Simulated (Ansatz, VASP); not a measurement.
# Au in VASP and in Ansatz

Contents of POSCAR:

```
Au
1.0
    2.8180352590      0.0000000000      0.0000000000
   -1.4090176295      2.4404901231      0.0000000000
    0.0000000000      0.0000000000      4.6214799104
Au
2
Direct
    0.3333333333      0.6666666667      0.7500000000
    0.6666666667      0.3333333333      0.2500000000
```

Contents of INCAR.step1:

```
SYSTEM = Au
PREC     = Accurate       ! precision mode
ENCUT    = 520            ! plane-wave cutoff, eV
ISMEAR   = 0              ! smearing method
SIGMA    = 0.15           ! smearing width, eV
LREAL    = .FALSE.        ! projectors in reciprocal space
LASPH    = .TRUE.         ! aspherical terms in the spheres
NELM     = 80             ! most SCF steps
NBANDS   = 18             ! bands
GGA      = PE             ! functional
ALGO     = Normal         ! electronic algorithm
EDIFF    = 1E-4           ! SCF threshold, eV
LWAVE    = .TRUE.         ! write WAVECAR
LCHARG   = .FALSE.        ! write CHGCAR
```

Contents of INCAR.step2:

```
SYSTEM = Au
PREC     = Accurate       ! precision mode
ENCUT    = 520            ! plane-wave cutoff, eV
EDIFF    = 1E-6           ! SCF threshold, eV
ISMEAR   = 0              ! smearing method
SIGMA    = 0.15           ! smearing width, eV
LREAL    = .FALSE.        ! projectors in reciprocal space
LASPH    = .TRUE.         ! aspherical terms in the spheres
NELM     = 80             ! most SCF steps
ALGO     = Normal         ! electronic algorithm
ISIF     = 2              ! what is computed and relaxed
LWAVE    = .FALSE.        ! write WAVECAR
LCHARG   = .TRUE.         ! write CHGCAR
METAGGA  = R2SCAN         ! meta-GGA
LMIXTAU  = .TRUE.       
LELF     = .TRUE.         ! ELF
LVHAR    = .TRUE.       
NBANDS   = 18             ! bands
ISTART   = 1
```

The input KPOINTS:

```
regular mesh
0
G
  24 24 12
  0 0 0
```

Input for Ansatz:

```yaml
crystal:
  lattice:
    - [2.818035259, 0.0, 0.0]
    - [-1.4090176295, 2.4404901231, 0.0]
    - [0.0, 0.0, 4.6214799104]
  atoms:
    - { symbol: Au, position: [0.3333333333, 0.6666666667, 0.75] }
    - { symbol: Au, position: [0.6666666667, 0.3333333333, 0.25] }
basis:
  ecutwfc: 500
kpoints:
  mp_grid: { grid: [24, 24, 12] }
hamiltonian:
  xc: r2scan
scf:
  occupations: { method: gaussian, width: 0.15 }
output:
  forces: true
  stress: true
  eigenvalues: true
```

Change from the starting cell: strain -0.025 along x and y, -0.050 along z, atoms carried along.

Alike in both runs: task single point; functional r2SCAN; k mesh 24 × 24 × 12; occupations gaussian, width 0.15 eV; no spin polarisation.

|  | VASP | Ansatz |
| --- | --- | --- |
| version | VASP 6.6.1 | Ansatz 0.2.0 |
| potentials or method | VASP PAW PBE potentials, release 64 (Au), cutoff 520 eV | scalar-relativistic, plane waves, PAW |
| valence electrons in the cell | 22 | 38 |

|  | VASP | Ansatz | Ansatz less VASP |
| --- | --- | --- | --- |
| gap on the k mesh at the Fermi level (eV) | none | none | - |
| pressure (GPa) | 21.0 | 20.4 | -0.58 |
| traceless stress, the component that is largest in VASP (GPa) | 1.51 | 1.50 | -0.010 |

VASP's potentials were made for PBE, not for r2SCAN. A gap of «none» marks a metal or a gap that the smearing closes. With one functional, cell and mesh, what is left measures potentials, basis and numerics. VASP's potentials hold 22 valence electrons a cell and Ansatz's 38, so a difference there can come from the potentials and not from the codes.

Neither program's run includes spin-orbit coupling.
